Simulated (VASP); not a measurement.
Input of a VASP 6.6.1 run:

Contents of INCAR:

```
AGGAC = 1.0
AGGAX = 1.0
ALDAC = 0.0
ALDAX = 1.0
ALGO = Normal
EDIFF = 1E-7
ENCUT = 520
GGA = B5
ISIF = 2
ISMEAR = -1
LASPH = T
LCHARG = T
LELF = T
LREAL = F
LVHAR = T
LWAVE = F
NBANDS = 12
NELM = 80
PREC = Accurate
SIGMA = 0.1
```

KPOINTS

```
k-points
0
Gamma
  17 17 17
```

POSCAR

```
Cu
1.0
   -1.4315646901      1.4315646901      1.4315646901
    1.4315646901     -1.4315646901      1.4315646901
    1.4315646901      1.4315646901     -1.4315646901
Cu
1
Direct
    0.0000000000      0.0000000000      0.0000000000
```

Potentials or basis: VASP PAW PBE potentials, release 64 (Cu).

Run with:

```console
$ cat potpaw_PBE.64/Cu/POTCAR > POTCAR
$ mpirun -np 1 vasp_std > vasp.out
```

Estimate the pressure.

12.3 GPa.

Caveat: the PAW data sets were made with another functional, which shifts forces and pressure a little.
